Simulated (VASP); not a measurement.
A run of VASP 6.6.1:

The input INCAR:

```
SYSTEM = KBr
  PREC = Accurate
  ENCUT = 600
  EDIFF = 1E-6
  ISMEAR = 0
  SIGMA = 0.02
  LREAL = .FALSE.
  LASPH = .TRUE.
  NELM = 100
  ALGO = Normal
  ISIF = 3
  LWAVE = .FALSE.
  LCHARG = .FALSE.
  GGA = PE
  IBRION = 2
  NSW = 100
  EDIFFG = -0.005
```

Contents of KPOINTS:

```
Automatic mesh
0
G
  6 6 6
  0 0 0
```

File POSCAR:

```
KBr
1.0
    0.0000000000      3.2945409700      3.2945409700
    3.2945409700      0.0000000000      3.2945409700
    3.2945409700      3.2945409700      0.0000000000
K Br
1 1
Direct
    0.0000000000      0.0000000000      0.0000000000
    0.5000000000      0.5000000000      0.5000000000
```

Potentials or basis: VASP PAW PBE potentials, release 64 (K_sv, Br).

Command:

```sh
$ cat potpaw_PBE.64/K_sv/POTCAR potpaw_PBE.64/Br/POTCAR > POTCAR
$ mpirun -np 1 vasp_std > vasp.out
```

Hardware: 1 thread of Intel(R) Xeon(R) Platinum 8488C (Sapphire Rapids), with other jobs on the host.

**Question.** Estimate the wall time of this run.

**Answer.** Run time: 39 s on 1 thread of Intel(R) Xeon(R) Platinum 8488C (Sapphire Rapids), with other jobs on the host, peak memory 0.24 GiB. Counts: scf iterations 27, k points 16, ion steps 3.
